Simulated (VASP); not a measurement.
# Ag (R-3m) in VASP: notebook, part 2 of 2

VASP 6.6.1. Earlier steps stand in the parts before.

## 4. Single point, PBEsol

This run uses another cell than the first one, of 18.05 Å³/atom, 1.082 times its volume.

The input, INCAR:

```
PREC = Accurate
ENCUT = 520
EDIFF = 1E-6
ISMEAR = 0
SIGMA = 0.1
LREAL = F
LASPH = T
NELM = 100
ALGO = Normal
ISIF = 2
LWAVE = F
LCHARG = F
GGA = PS
NBANDS = 24
```

The input, KPOINTS:

```
Automatic mesh
0
Gamma
  9 9 9
```

The input, POSCAR:

```
Ag
1.0
    1.4730471633      0.8504641762      7.2046500000
   -1.4730471633      0.8504641762      7.2046500000
    0.0000000000     -1.7009283525      7.2046500000
Ag
3
Direct
    0.0000000000      0.0000000000      0.0000000000
    0.7777190000      0.7777190000      0.7777190000
    0.2222810000      0.2222810000      0.2222810000
```

Launch:

```bash
$ cat potpaw_PBE.64/Ag/POTCAR > POTCAR
$ mpirun -np 1 vasp_std > vasp.out
```

Run time: 6 min. Hardware: 1 thread of Intel Xeon Platinum 8259CL at 2.50GHz (Skylake/Cascade Lake), shared host; peak memory 0.44 GiB.

It converged, with:

```yaml
Free_energy: -9.8404 eV
Pressure: -7.8 GPa
Largest_force: 0.004 eV/Å
```

Forces in eV/Å, atoms in the order of the input:
```
Ag   0.000  0.000  0.000
Ag   0.000  0.000 -0.004
Ag   0.000  0.000  0.004
```

Stress tensor (GPa, compression positive):
```
-8.31  0.00  0.00
 0.00 -8.31  0.00
 0.00  0.00 -6.67
```

Levels at points of the mesh, in eV from the Fermi level:
```csv
k point,band 14,band 15,band 16,band 17,band 18,band 19,band 20,band 21
"(0.00, 0.00, 0.00)",-3.33,-3.26,-3.25,-3.21,-3.21,7.50,7.52,15.24
```

Caveat: the PAW data sets were made with another functional, which shifts forces and pressure a little.

## 5. Single point, PBEsol

This run uses another cell than the first one, of the same volume but with other edges.

The input, INCAR:

```
SYSTEM = Ag
PREC     = Accurate       ! precision mode
ENCUT    = 520            ! plane-wave cutoff, eV
EDIFF    = 1E-7           ! SCF threshold, eV
ISMEAR   = 0              ! smearing method
SIGMA    = 0.1            ! smearing width, eV
LREAL    = .False.        ! projectors in reciprocal space
LASPH    = .True.         ! aspherical terms in the spheres
NELM     = 100            ! most SCF steps
ALGO     = Normal         ! electronic algorithm
ISIF     = 2              ! what is computed and relaxed
LWAVE    = .False.        ! write WAVECAR
LCHARG   = .False.        ! write CHGCAR
GGA      = PS             ! functional
NBANDS   = 24             ! bands
ISYM     = 0
```

The input, KPOINTS:

```
regular mesh
0
Gamma
  12 12 5
  0 0 0
```

The input, POSCAR:

```
Ag
1.0
    2.8687411792      0.0000000000      0.0000000000
   -1.4343705896      2.4844027381      0.0000000000
    1.4343705896      0.8281342460      7.0196725472
Ag
3
Direct
    0.0000000000      0.0000000000      0.0000000000
    0.4446257610      0.2223128805      0.3330613585
    0.5553742390      0.7776871195      0.6669386415
```

Launch:

```bash
$ cat potpaw_PBE.64/Ag/POTCAR > POTCAR
$ mpirun -np 1 vasp_std > vasp.out
```

Wall time 4 min (1 thread of Intel Xeon 6975P-C, shared host); peak memory 0.44 GiB.

It converged, with:

* Free energy: -9.9018 eV
* Pressure: 0.0 GPa
* Largest force: 0.006 eV/Å

Forces on the atoms (eV/Å):
```
Ag   0.000  0.000  0.000
Ag   0.002  0.001  0.005
Ag  -0.002 -0.001 -0.005
```

Stress tensor (GPa, compression positive):
```
 0.13 -0.07 -0.33
-0.07  0.21 -0.19
-0.33 -0.19 -0.46
```

Levels at points of the mesh, in eV from the Fermi level:
| k point | band 15 | band 16 | band 17 | band 18 | band 19 | band 20 |
| --- | --- | --- | --- | --- | --- | --- |
| (0.00, 0.00, 0.00) | -3.22 | -3.22 | -3.09 | -3.09 | 8.18 | 8.21 |
| (0.50, 0.00, 0.00) | -2.68 | 0.21 | 0.59 | 1.66 | 4.32 | 6.17 |
| (0.00, 0.50, 0.00) | -2.72 | -0.06 | 1.24 | 1.40 | 5.15 | 5.29 |
| (0.50, 0.50, 0.00) | -2.72 | -0.06 | 1.24 | 1.40 | 5.15 | 5.29 |

Caveat: the PAW data sets were made with another functional, which shifts forces and pressure a little.

## 6. Single point, PBEsol (biaxial strain in the a-b plane: +2.0 %)

The input, INCAR:

```
SYSTEM = Ag
PREC     = Accurate       ! precision mode
ENCUT    = 520            ! plane-wave cutoff, eV
EDIFF    = 1E-6           ! SCF threshold, eV
ISMEAR   = 0              ! smearing method
SIGMA    = 0.1            ! smearing width, eV
LREAL    = .False.        ! projectors in reciprocal space
LASPH    = .True.         ! aspherical terms in the spheres
NELM     = 80             ! most SCF steps
ALGO     = Fast           ! electronic algorithm
ISIF     = 2              ! what is computed and relaxed
LWAVE    = .False.        ! write WAVECAR
LCHARG   = .False.        ! write CHGCAR
GGA      = PS             ! functional
NBANDS   = 60             ! bands
```

The input, KPOINTS:

```
Automatic mesh
0
Gamma
  12 12 2
  0 0 0
```

The input, POSCAR:

```
Ag
1.0
    2.9261160032      0.0000000000      0.0000000000
   -1.4630580016      2.5340907932      0.0000000000
    0.0000000000      0.0000000000     20.8063094369
Ag
9
Direct
    0.0000000000      0.0000000000      0.0000000000
    0.0000000000      0.0000000000      0.7776308183
    0.3333333333      0.6666666667      0.8890358483
    0.6666666667      0.3333333333      0.3333333333
    0.6666666667      0.3333333333      0.1109641517
    0.0000000000      0.0000000000      0.2223691817
    0.3333333333      0.6666666667      0.6666666667
    0.3333333333      0.6666666667      0.4442974850
    0.6666666667      0.3333333333      0.5557025150
```

Potentials or basis: VASP PAW PBE potentials, release 64 (Ag).

Launch:

```bash
$ cat potpaw_PBE.64/Ag/POTCAR > POTCAR
$ mpirun -np 1 vasp_std > vasp.out
```

OUTCAR:

```text
SYSTEM = Ag
   PREC = Accurate
   ENCUT = 520
   EDIFF = 1E-6
   ISMEAR = 0
   LREAL = .False.
   LASPH = .True.
   NELM = 80
   ISIF = 2
   GGA = PS

 ion  position               nearest neighbor table
   1  0.000  0.000  0.000-   3 2.86   5 2.86   5 2.86   3 2.86   5 2.86   3 2.86
   2  0.000  0.000  0.778-   7 2.86   7 2.86   7 2.86   3 2.87   3 2.87   3 2.87
   3  0.333  0.667  0.889-   1 2.86   1 2.86   1 2.86   2 2.87   2 2.87   2 2.87
   4  0.667  0.333  0.333-   6 2.86   6 2.86   6 2.86   8 2.86   8 2.86   8 2.86
   5  0.667  0.333  0.111-   1 2.86   1 2.86   1 2.86   6 2.87   6 2.87   6 2.87
   6  0.000  0.000  0.222-   4 2.86   4 2.86   4 2.86   5 2.87   5 2.87   5 2.87
   7  0.333  0.667  0.667-   2 2.86   2 2.86   2 2.86   9 2.86   9 2.86   9 2.86
   8  0.333  0.667  0.444-   4 2.86   4 2.86   4 2.86   9 2.87   9 2.87   9 2.87
   9  0.667  0.333  0.556-   7 2.86   7 2.86   7 2.86   8 2.87   8 2.87   8 2.87

  LATTYP: Found a hexagonal cell.
 ALAT       =     2.9261160032
 C/A-ratio  =     7.1105552255

  Lattice vectors:

 A1 = (   2.9261160032,   0.0000000000,   0.0000000000)
 A2 = (  -1.4630580016,   2.5340907932,   0.0000000000)
 A3 = (   0.0000000000,   0.0000000000,  20.8063094369)

[... 204 lines left out ...]
 fundamental gap:      0.0169785268
 Fermi energy:         8.0882995024

 k-point     1 :       0.0000    0.0000    0.0000
  band No.  band energies     occupation
      1       0.3657      2.00000
      2       0.7644      2.00000
      3       0.7644      2.00000
      4       1.6860      2.00000
      5       1.6860      2.00000
      6       1.8448      2.00000
[... 1501 lines left out ...]
     59      15.1888      0.00000
     60      16.0722      0.00000

 [... further k-points ...]
[... 5 lines left out ...]
  --------------------------------------------------------------------------------------
  -------------------------------------------------------------------------------------
  Total       -3.5568287     -3.5568287     -1.3933839      0.0000000      0.0000000      0.0000000
  in kB      -36.9372676    -36.9372676    -14.4701362      0.0000000      0.0000000      0.0000000
  external PRESSURE =     -29.4482238 kB  Pullay stress =       0.0000000 kB

 VOLUME and BASIS-vectors are now :
 -----------------------------------------------------------------------------
  energy-cutoff  :      520.00
  volume of cell :      154.28
      direct lattice vectors                 reciprocal lattice vectors
     2.926116003  0.000000000  0.000000000     0.341749951  0.197309426  0.000000000
    -1.463058002  2.534090793  0.000000000     0.000000000  0.394618852  0.000000000
     0.000000000  0.000000000 20.806309437     0.000000000  0.000000000  0.048062344

 POSITION                                       TOTAL-FORCE (eV/Angst)
 -----------------------------------------------------------------------------------
      0.00000      0.00000      0.00000        -0.000000      0.000000      0.000000
      0.00000      0.00000     16.17963        -0.000000     -0.000000     -0.000614
     -0.00000      1.68939     18.49755         0.000000     -0.000000      0.000614
      1.46306      0.84470      6.93544         0.000000      0.000000      0.000000
      1.46306      0.84470      2.30875        -0.000000     -0.000000     -0.000614
      0.00000      0.00000      4.62668         0.000000     -0.000000      0.000614
     -0.00000      1.68939     13.87087        -0.000000      0.000000      0.000000
     -0.00000      1.68939      9.24419        -0.000000     -0.000000     -0.000614
      1.46306      0.84470     11.56212         0.000000      0.000000      0.000614
 -----------------------------------------------------------------------------------
    total drift:                                0.000000      0.000000     -0.000000

  FREE ENERGIE OF THE ION-ELECTRON SYSTEM (eV)
  ---------------------------------------------------
  free  energy   TOTEN  =       -29.6424095235 eV

  energy  without entropy=      -29.6208961491  energy(sigma->0) =      -29.63165284
```

stdout:

```text
POSCAR found type information on POSCAR Ag
 POSCAR found :  1 types and       9 ions
 scaLAPACK will be used
 -----------------------------------------------------------------------------
|                                                                             |
|                                                                             |
|     You enforced a specific xc type in the INCAR file but a different       |
|     I HOPE YOU KNOW WHAT YOU ARE DOING!                                     |
|                                                                             |
 -----------------------------------------------------------------------------

 LDA part: xc-table for (Slater+PW92), standard interpolation
 POSCAR, INCAR and KPOINTS ok, starting setup
 FFT: planning ... GRIDC
 FFT: planning ... GRID_SOFT
 FFT: planning ... GRID
 WAVECAR not read
 entering main loop
```

Run time: 4.5 min. Hardware: 1 thread of Intel Xeon 6975P-C, shared host; peak memory 0.43 GiB.

What came out:

| Quantity | Value |
| --- | --- |
| Free energy | -29.6424 eV |
| Pressure | -2.9 GPa |

Levels at points of the mesh, in eV from the Fermi level:
| k point | band 46 | band 47 | band 48 | band 49 | band 50 | band 51 | band 52 | band 53 | band 54 | band 55 |
| --- | --- | --- | --- | --- | --- | --- | --- | --- | --- | --- |
| (0.00, 0.00, 0.00) | -3.14 | -3.07 | -3.07 | -2.94 | -2.94 | -2.94 | -2.94 | -0.75 | -0.75 | 4.86 |
| (0.50, 0.00, 0.00) | -0.06 | -0.06 | 0.20 | 0.49 | 0.97 | 0.97 | 1.37 | 1.37 | 1.47 | 4.04 |
| (0.00, 0.00, 0.50) | -3.01 | -3.01 | -3.01 | -3.01 | -2.91 | -2.91 | -1.95 | -1.95 | -0.12 | 4.07 |
| (0.50, 0.00, 0.50) | -0.12 | 0.08 | 0.08 | 0.68 | 0.68 | 1.20 | 1.23 | 1.45 | 1.45 | 4.22 |

Caveat: the cell differs from its parent crystal (biaxial strain in the a-b plane: +2.0 %); the PAW data sets were made with another functional, which shifts forces and pressure a little.

## 7. Overview

| cell | k mesh | gap on the mesh (eV) | pressure (GPa) |
| --- | --- | --- | --- |
| a = 7.212 Å, angles 22.9°, 3 atoms | 18 × 18 × 18 | none | -0.2 |
| a = 2.869, b = 2.869, c = 21.059 Å, angles 90.0, 90.0, 120.0°, 9 atoms | 15 × 15 × 2 | none | -0.4 |
| a = 7.403 Å, angles 23.0°, 3 atoms | 9 × 9 × 9 | none | -7.8 |
| a = 2.869, b = 2.869, c = 7.212 Å, angles 90.0, 78.5, 120.0°, 3 atoms | 12 × 12 × 5 | none | 0.0 |
| a = 2.926, b = 2.926, c = 20.806 Å, angles 90.0, 90.0, 120.0°, 9 atoms | 12 × 12 × 2 | none | -2.9 |

Alike in all rows: task single point; level PBEsol; potentials or basis VASP PAW PBE potentials, release 64 (Ag); no spin polarisation; cutoff (eV) 520; smearing gaussian 0.1 eV.

Caveats: the PAW data sets were made with another functional, which shifts forces and pressure a little.

Absolute energies hang on the potentials; compare differences alone.
